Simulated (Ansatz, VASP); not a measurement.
**Two plane-wave programs on Lu**

```
Lu
1.0
     5.71426    0.00000    0.00000
    -2.85713    4.94870    0.00000
     0.00000    0.00000    3.57840
Lu
3
Cartesian
  0.0000 0.0000 3.5784
  0.0000 3.2991 1.7892
  2.8571 1.6496 1.7892
```

Alike in both runs: task single point; functional revPBE; k mesh 8 × 8 × 10; occupations fermi-dirac, width 0.1 eV; no spin polarisation.

```csv
,VASP,Ansatz
version,VASP 6.6.1,Ansatz 0.2.0
potentials or method,"VASP PAW PBE potentials, release 64 (Lu), cutoff 520 eV","plane waves (420 eV) with PAW, scalar-relativistic"
valence electrons in the cell,75,75
```

```tsv
	VASP	Ansatz	Ansatz less VASP
pressure (GPa)	-3.9	-3.9	+0.06
traceless stress, the component that is largest in VASP (GPa)	-0.09	-0.09	0.000
```

VASP's potentials were made for PBE, not for revPBE.

Spin-orbit coupling is off throughout.
